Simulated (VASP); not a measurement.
# WSe2 (P6_3/mmc) in VASP: notebook, part 2 of 2

VASP 6.6.1.

### Step 4. Relaxation of shape and atoms at fixed volume, PBE+D3(BJ)

This run uses another cell than the first one, of 21.04 Å³/atom.

INCAR reads:

```
  PREC = Accurate
  ENCUT = 600
  EDIFF = 1E-7
  ISMEAR = 0
  SIGMA = 0.02
  LREAL = False
  LASPH = True
  NELM = 60
  ALGO = Normal
  ISIF = 4
  LWAVE = False
  LCHARG = False
  GGA = PE
  IVDW = 12
  IBRION = 2
  NSW = 50
  EDIFFG = -0.01
```

KPOINTS reads:

```
Automatic mesh
0
Gamma
  9 9 2
```

POSCAR reads:

```
WSe2
1.0
    3.3253509994      0.0000000000      0.0000000000
   -1.6626754997      2.8798384420      0.0000000000
    0.0000000000      0.0000000000     13.1806773556
W Se
2 4
Direct
    0.3333333333      0.6666666667      0.2500000000
    0.6666666667      0.3333333333      0.7500000000
    0.3333333333      0.6666666667      0.6211360245
    0.6666666667      0.3333333333      0.1211360245
    0.3333333333      0.6666666667      0.8788639755
    0.6666666667      0.3333333333      0.3788639755
```

Potentials or basis: VASP PAW PBE potentials, release 64 (W_sv, Se).

Run with:

```console
cat potpaw_PBE.64/W_sv/POTCAR potpaw_PBE.64/Se/POTCAR > POTCAR
mpirun -np 1 vasp_std > vasp.out
```

OUTCAR:

```text
PREC = Accurate
   ENCUT = 600
   EDIFF = 1E-7
   ISMEAR = 0
   LREAL = False
   LASPH = True
   NELM = 60
   ISIF = 4
   GGA = PE
   IVDW = 12
   IBRION = 2
   NSW = 50
   EDIFFG = -0.01
 IVDW          = 12

 ion  position               nearest neighbor table
   1  0.333  0.667  0.250-   4 2.56   6 2.56   4 2.56   6 2.56   4 2.56   6 2.56
   2  0.667  0.333  0.750-   3 2.56   5 2.56   3 2.56   5 2.56   3 2.56   5 2.56
   3  0.333  0.667  0.621-   2 2.56   2 2.56   2 2.56
   4  0.667  0.333  0.121-   1 2.56   1 2.56   1 2.56
   5  0.333  0.667  0.879-   2 2.56   2 2.56   2 2.56
   6  0.667  0.333  0.379-   1 2.56   1 2.56   1 2.56

  LATTYP: Found a hexagonal cell.
 ALAT       =     3.3253509994
 C/A-ratio  =     3.9636950680

  Lattice vectors:

 A1 = (   3.3253509994,   0.0000000000,   0.0000000000)
 A2 = (  -1.6626754997,   2.8798384420,   0.0000000000)
 A3 = (   0.0000000000,   0.0000000000,  13.1806773556)

Analysis of symmetry for initial positions (statically):
=====================================================================
 Subroutine PRICEL returns:
 Original cell was already a primitive cell.

 Routine SETGRP: Setting up the symmetry group for a
 hexagonal supercell.

 Subroutine GETGRP returns: Found 24 space group operations
 (whereof 12 operations were pure point group operations)
 out of a pool of 24 trial point group operations.

The static configuration has the point symmetry D_3d.
 The point group associated with its full space group is D_6h.

Analysis of symmetry for dynamics (positions and initial velocities):
=====================================================================
 Subroutine PRICEL returns:
 Original cell was already a primitive cell.

 Routine SETGRP: Setting up the symmetry group for a
 hexagonal supercell.

 Subroutine GETGRP returns: Found 24 space group operations
 (whereof 12 operations were pure point group operations)
 out of a pool of 24 trial point group operations.

The dynamic configuration has the point symmetry D_3d.
 The point group associated with its full space group is D_6h.

 Subroutine INISYM returns: Found 24 space group operations
 (whereof 12 operations are pure point group operations),
 and found     1 'primitive' translations

----------------------------------------------------------------------------------------

                                     Primitive cell

  volume of cell :     126.2244

  direct lattice vectors                    reciprocal lattice vectors
     3.325350999  0.000000000  0.000000000     0.300720135  0.173620851  0.000000000
    -1.662675500  2.879838442  0.000000000     0.000000000  0.347241701  0.000000000
     0.000000000  0.000000000 13.180677356     0.000000000  0.000000000  0.075868635

  length of vectors
     3.325350999  3.325350999 13.180677356     0.347241701  0.347241701  0.075868635

  position of ions in fractional coordinates (direct lattice)
     0.333333333  0.666666667  0.250000000
     0.666666667  0.333333333  0.750000000
     0.333333333  0.666666667  0.621136024
     0.666666667  0.333333333  0.121136024
     0.333333333  0.666666667  0.878863976
     0.666666667  0.333333333  0.378863976

  ion indices of the primitive-cell ions
   primitive index   ion index
                 1           1
                 2           2
                 3           3
                 4           4
                 5           5
                 6           6

----------------------------------------------------------------------------------------

 KPOINTS: Automatic mesh

Automatic generation of k-mesh.
 Grid dimensions read from file:
 generate k-points for:    9    9    2

 Generating k-lattice:

  Cartesian coordinates                     Fractional coordinates (reciprocal lattice)
     0.033413348  0.019291206  0.000000000     0.111111111 -0.000000000  0.000000000
     0.000000000  0.038582411  0.000000000     0.000000000  0.111111111  0.000000000
     0.000000000  0.000000000  0.037934318     0.000000000  0.000000000  0.500000000

  Length of vectors
     0.038582411  0.038582411  0.037934318

  Shift w.r.t. Gamma in fractional coordinates (k-lattice)
     0.000000000  0.000000000  0.000000000

 Subroutine IBZKPT returns following result:
 ===========================================

 Found     24 irreducible k-points:

 Following reciprocal coordinates:
            Coordinates               Weight
  0.000000  0.000000  0.000000      1.000000
  0.111111  0.000000  0.000000      6.000000
  0.222222  0.000000  0.000000      6.000000
  0.333333  0.000000  0.000000      6.000000
  0.444444  0.000000  0.000000      6.000000
  0.111111  0.111111  0.000000      6.000000
[... 16 lines left out ...]
  0.333333  0.222222  0.500000     12.000000
  0.333333  0.333333  0.500000      2.000000
   k-points           NKPTS =     24   k-points in BZ     NKDIM =     24   number of bands    NBANDS=     31
   number of dos      NEDOS =    301   number of ions     NIONS =      6
   total plane-waves  NPLWV =  84672
   dimension x,y,z NGX =    28 NGY =   28 NGZ =  108
   dimension x,y,z NGXF=    56 NGYF=   56 NGZF=  216
   ions per type =               2   4
   NGX,Y,Z   is equivalent  to a cutoff of  14.00, 14.00, 13.62 a.u.
   NGXF,Y,Z  is equivalent  to a cutoff of  28.00, 28.00, 27.24 a.u.
 SYSTEM =  unknown system
   PREC   = accura    normal or accurate (medium, high low for compatibility)
   ISTART =      0    job   : 0-new  1-cont  2-samecut
   ICHARG =      2    charge: 1-file 2-atom 10-const
   ISPIN  =      1    spin polarized calculation?
   LNONCOLLINEAR =      F non collinear calculations
   LSORBIT =      F    spin-orbit coupling
   LASPH  =      T    aspherical Exc in radial PAW
   ENCUT  =  600.0 eV  44.10 Ry    6.64 a.u.   6.64  6.64 26.33*2*pi/ulx,y,z
   NELM   =     60;   NELMIN=  2; NELMDL= -5     # of ELM steps
   EDIFF  = 0.1E-06   stopping-criterion for ELM
   LREAL  =      F    real-space projection
   EDIFFG = -.1E-01   stopping-criterion for IOM
   NSW    =     50    number of steps for IOM
   IBRION =      2    ionic relax: 0-MD 1-quasi-New 2-CG
   NFREE  =      1    steps in history (QN), initial steepest desc. (CG)
   ISIF   =      4    stress and relaxation
   ISYM   =      2    0-nonsym 1-usesym 2-fastsym
   POTIM  = 0.5000    time-step for ionic-motion
   TEBEG  =    0.0;   TEEND  =   0.0 temperature during run
   PSTRESS=    0.0 pullay stress
   NELECT =      52.0000    total number of electrons
   NUPDOWN=      -1.0000    fix difference up-down
   EMIN   =  10.00;   EMAX   =-10.00  energy-range for DOS
   EFERMI =   0.00;   METHOD = LEGACY
   ISMEAR =     0;   SIGMA  =   0.02  broadening in eV -4-tet -1-fermi 0-gaus
   EFERMI_NEDOS =   21; number of points for ismear=-14 and -15
   IALGO  =     38    algorithm
   IMIX   =      4    mixing-type and parameters
     AMIX     =   0.40;   BMIX     =  1.00
     AMIX_MAG =   1.60;   BMIX_MAG =  1.00
  volume/ion in A,a.u.               =      21.04       141.97
  Fermi-wavevector in a.u.,A,eV,Ry     =   1.218133  2.301938 20.188989  1.483849
  Thomas-Fermi vector in A             =   2.353430
   LORBIT       =      0    0 simple, 1 ext, 2 COOP (PROOUT), +10 PAW based schemes
   GGA     = PE    functional components
   LHFCALC =     F    Hartree Fock is set to
   AEXX    =    0.0000 exact exchange contribution
   IVDW    =    12    specifies the selected vdW correction
   LEPSILON=     F    determine dielectric tensor
   LRPA    =     F    only Hartree local field effects (RPA)
 conjugate gradient relaxation of ions
 non-spin polarized calculation
 Gauss-broadening in eV      SIGMA  =   0.02
  energy-cutoff  :      600.00
  volume of cell :      126.22
 maximum number of plane-waves:      4265
 NGX is ok and might be reduce to    28
   NGX = 13   NGY = 13   NGZ = 53

--------------------------------------- Ionic step        1  -------------------------------------------

 number of electron      52.0000003 magnetization

 Free energy of the ion-electron system (eV)
  ---------------------------------------------------
  ext. energy  EPLUGINS =         0.00000000
  ---------------------------------------------------
  free energy    TOTEN  =       -43.17204093 eV

  energy without entropy =      -43.17204093  energy(sigma->0) =      -43.17204093

------------------------ aborting loop because EDIFF is reached ----------------------------------------

 Edisp (eV)   -2.68484

 E8    (eV) :    -1.1975

  FORCE on cell =-STRESS in cart. coord.  units (eV):
  Direction    XX          YY          ZZ          XY          YZ          ZX
  --------------------------------------------------------------------------------------
  -------------------------------------------------------------------------------------
  Total      -3.45397    -3.45397    -3.86511     0.00000     0.00000     0.00000
  in kB     -43.84159   -43.84159   -49.06017     0.00000     0.00000     0.00000
  external pressure =      -45.58 kB  Pullay stress =        0.00 kB
[... 157 lines left out ...]
  energy  without entropy=      -45.8805615135  energy(sigma->0) =      -45.88056151

--------------------------------------- Ionic step        5  -------------------------------------------

 number of electron      52.0000003 magnetization

 Free energy of the ion-electron system (eV)
  ---------------------------------------------------
  ext. energy  EPLUGINS =         0.00000000
  ---------------------------------------------------
  free energy    TOTEN  =       -43.19996697 eV

  energy without entropy =      -43.19996697  energy(sigma->0) =      -43.19996697

 E-fermi :   6.0388     XC(G=0): -10.5253

 val. band max:        5.7680668542   @ k =   0.0000   0.0000   0.0000
 cond. band min:       6.9437717087   @ k =   0.2222   0.1111   0.0000
 fundamental gap:      1.1757048545
 Fermi energy:         6.0388351286

 k-point     1 :       0.0000    0.0000    0.0000
  band No.  band energies     occupation
      1     -68.5021      2.00000
      2     -68.5021      2.00000
      3     -32.7321      2.00000
      4     -32.7321      2.00000
      5     -32.6168      2.00000
      6     -32.6168      2.00000
[... 842 lines left out ...]
  FREE ENERGIE OF THE ION-ELECTRON SYSTEM (eV)
  ---------------------------------------------------
  free  energy   TOTEN  =       -45.8837880502 eV

  energy  without entropy=      -45.8837880502  energy(sigma->0) =      -45.88378805

 reached required accuracy - stopping structural energy minimisation
```

It took 3.8 min on 1 thread of Intel Xeon 6975P-C (Granite Rapids), shared host; peak memory 0.35 GiB.

Results:

```
Free energy                  : -45.8838 eV
Energy gained by relaxing    : 4.5 meV/atom
Ionic steps                  : 5
Pressure after relaxing      : -1.9 GPa
Largest force after relaxing : 0.006 eV/Å
Band gap on the k mesh       : 1.18 eV (least direct gap 1.52 eV)
Dispersion energy per atom   : -0.447 eV
```

Forces on the atoms (eV/Å):
```
W    0.000  0.000  0.000
W    0.000  0.000  0.000
Se   0.000  0.000 -0.006
Se   0.000  0.000 -0.006
Se   0.000  0.000  0.006
Se   0.000  0.000  0.006
```

The path:
```
step  energy change (eV)  largest force (eV/Å)  pressure (GPa)  volume (Å³)
   1              0.0000                0.4049           -4.56       126.22
   2             -0.0165                0.0380           -2.97       126.22
   3             -0.0165                0.0366           -2.96       126.22
   4             -0.0237                0.0174           -2.51       126.22
   5             -0.0269                0.0062           -1.92       126.22
```

Final structure:
```
W Se
1.0
     3.30552    0.00000    0.00000
    -1.65276    2.86266    0.00000
     0.00000    0.00000   13.33930
W Se
2 4
Direct
  0.33333 0.66667 0.25000
  0.66667 0.33333 0.75000
  0.33333 0.66667 0.62387
  0.66667 0.33333 0.12387
  0.33333 0.66667 0.87613
  0.66667 0.33333 0.37613
```

Caveat: spin-orbit coupling is left out, which moves the levels of the heavy elements; an odd mesh through Γ misses points on the zone boundary, where band edges can lie.

### Step 5. Relaxation of shape and atoms at fixed volume, PBE+D3(BJ) (21.83 Å³/atom)

This run uses another cell than the first one, of 21.83 Å³/atom.

INCAR reads:

```
ALGO = Normal
EDIFF = 1E-7
EDIFFG = -0.01
ENCUT = 600
GGA = PE
IBRION = 2
ISIF = 4
ISMEAR = 0
IVDW = 12
LASPH = T
LCHARG = F
LREAL = F
LWAVE = F
NELM = 80
NSW = 50
PREC = Accurate
SIGMA = 0.02
```

KPOINTS reads:

```
k-points
0
Gamma
  9 9 2
```

POSCAR reads:

```
WSe2
1.0
    3.3448724548      0.0000000000      0.0000000000
   -1.6724362274      2.8967445183      0.0000000000
    0.0000000000      0.0000000000     13.5188705933
W Se
2 4
Direct
    0.3333333333      0.6666666667      0.2500000000
    0.6666666667      0.3333333333      0.7500000000
    0.3333333333      0.6666666667      0.6241140195
    0.6666666667      0.3333333333      0.1241140195
    0.3333333333      0.6666666667      0.8758859805
    0.6666666667      0.3333333333      0.3758859805
```

Run with:

```console
cat potpaw_PBE.64/W_sv/POTCAR potpaw_PBE.64/Se/POTCAR > POTCAR
mpirun -np 1 vasp_std > vasp.out
```

Wall time 5.1 min (1 thread of Intel Xeon 6975P-C (Granite Rapids), shared host); peak memory 0.35 GiB.

Results (log left out):

```
Free energy                  : -45.8175 eV
Energy gained by relaxing    : 8.5 meV/atom
Ionic steps                  : 7
Pressure after relaxing      : -2.5 GPa
Largest force after relaxing : 0.009 eV/Å
Band gap on the k mesh       : 1.31 eV (least direct gap 1.52 eV)
Dispersion energy per atom   : -0.431 eV
```

Forces in eV/Å, atoms in the order of the input:
```
W    0.000  0.000  0.000
W    0.000  0.000  0.000
Se   0.000  0.000  0.009
Se   0.000  0.000  0.009
Se   0.000  0.000 -0.009
Se   0.000  0.000 -0.009
```

Stress tensor (GPa, compression positive):
```
-2.44  0.00  0.00
 0.00 -2.44  0.00
 0.00  0.00 -2.53
```

The path:
```
step  energy change (eV)  largest force (eV/Å)  pressure (GPa)  volume (Å³)
   1              0.0000                0.5308           -6.07       130.99
   2             -0.0292                0.0658           -4.09       130.99
   3             -0.0293                0.0483           -4.02       130.99
   4             -0.0434                0.0223           -3.37       130.99
   5             -0.0511                0.0160           -2.39       130.99
   6             -0.0511                0.0172           -2.36       130.99
   7             -0.0511                0.0093           -2.47       130.99
```

Final structure:
```
W Se
1.0
     3.31287    0.00000    0.00000
    -1.65644    2.86903    0.00000
     0.00000    0.00000   13.78130
W Se
2 4
Direct
  0.33333 0.66667 0.25000
  0.66667 0.33333 0.75000
  0.33333 0.66667 0.62792
  0.66667 0.33333 0.12792
  0.33333 0.66667 0.87208
  0.66667 0.33333 0.37208
```

Levels at points of the mesh, in eV from the valence-band top:
```csv
k point,band 24,band 25,band 26,band 27,band 28,band 29
"(0.00, 0.00, 0.00)",-1.32,-0.82,0.00,2.78,2.78,2.80
"(0.00, 0.00, 0.50)",-1.33,-0.23,-0.23,2.78,2.78,2.78
```

Caveat: spin-orbit coupling is left out, which moves the levels of the heavy elements; an odd mesh through Γ misses points on the zone boundary, where band edges can lie.

### Step 6. Overview

| task | cell | k mesh | gap on the mesh (eV) | pressure (GPa) | largest force (eV/Å) |
| --- | --- | --- | --- | --- | --- |
| relaxation of cell and atoms | relaxed from a = 3.290, b = 3.290, c = 12.970 Å, angles 90.0, 90.0, 120.0°, 6 atoms, atomic positions A | 12 × 12 × 2 | 0.89 | 0.0 | - |
| relaxation of shape and atoms at fixed volume | relaxed from a = 3.325, b = 3.325, c = 13.181 Å, angles 90.0, 90.0, 120.0°, 6 atoms, atomic positions A | 9 × 9 × 2 | 1.18 | -1.9 | 0.01 |
| relaxation of shape and atoms at fixed volume | relaxed from a = 3.345, b = 3.345, c = 13.519 Å, angles 90.0, 90.0, 120.0°, 6 atoms, atomic positions B | 9 × 9 × 2 | 1.31 | -2.5 | 0.01 |

Alike in all rows: level PBE+D3(BJ); potentials or basis VASP PAW PBE potentials, release 64 (W_sv, Se); no spin polarisation; cutoff (eV) 600; smearing gaussian 0.02 eV.

Caveats: spin-orbit coupling is left out, which moves the levels of the heavy elements; an odd mesh through Γ misses points on the zone boundary, where band edges can lie (at least some runs).

Total energies depend on the potentials used, so only differences within one code and one set of settings carry meaning.
